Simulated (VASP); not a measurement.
A run of VASP 6.6.1 is set up as follows.

The input POSCAR:

```
AlAs
1.0
    0.0000000000      2.8304000000      2.8304000000
    2.8304000000      0.0000000000      2.8304000000
    2.8304000000      2.8304000000      0.0000000000
Al As
1 1
Direct
    0.0000000000      0.0000000000      0.0000000000
    0.2500000000      0.2500000000      0.2500000000
```

The input INCAR.step1:

```
PREC     = Accurate       # precision mode
ENCUT    = 400            # plane-wave cutoff, eV
EDIFF    = 1E-5           # SCF threshold, eV
ISMEAR   = -1             # smearing method
SIGMA    = 0.1            # smearing width, eV
LREAL    = False          # projectors in reciprocal space
LASPH    = True           # aspherical terms in the spheres
NELM     = 120            # most SCF steps
ALGO     = Normal         # electronic algorithm
ISIF     = 2              # what is computed and relaxed
LWAVE    = True           # write WAVECAR
LCHARG   = False          # write CHGCAR
GGA      = PE             # functional
NBANDS   = 11             # bands
GGA_COMPAT= False
```

Contents of INCAR.step2:

```
PREC     = Accurate       # precision mode
ENCUT    = 400            # plane-wave cutoff, eV
EDIFF    = 1E-6           # SCF threshold, eV
ISMEAR   = -1             # smearing method
SIGMA    = 0.1            # smearing width, eV
LREAL    = False          # projectors in reciprocal space
LASPH    = True           # aspherical terms in the spheres
NELM     = 120            # most SCF steps
ALGO     = Normal         # electronic algorithm
ISIF     = 2              # what is computed and relaxed
LWAVE    = False          # write WAVECAR
LCHARG   = False          # write CHGCAR
GGA      = PE             # functional
LHFCALC  = True           # exact exchange
AEXX     = 0.2            # exact-exchange fraction
PRECFOCK = Normal       
ISTART   = 1            
NBANDS   = 11             # bands
GGA_COMPAT= False
```

The input KPOINTS:

```
Automatic mesh
0
Gamma
  4 4 4
```

Potentials or basis: VASP PAW PBE potentials, release 64 (Al, As).

The run is started by

```sh
$ cat potpaw_PBE.64/Al/POTCAR potpaw_PBE.64/As/POTCAR > POTCAR
$ cp INCAR.step1 INCAR
$ mpirun -np 1 vasp_std > vasp.out
$ cp INCAR.step2 INCAR
$ mpirun -np 1 vasp_std > vasp.out
```

Task: Predict the band gap on the k mesh.

Result: 2.53 eV, indirect (least direct gap 3.36 eV).

Task: What does it give for the pressure?

Result: 1.2 GPa.

Caveat: the k points lie up to 0.48 Å⁻¹ apart; the PAW data sets were made with another functional, which shifts forces and pressure a little. A k mesh can miss the band edges.
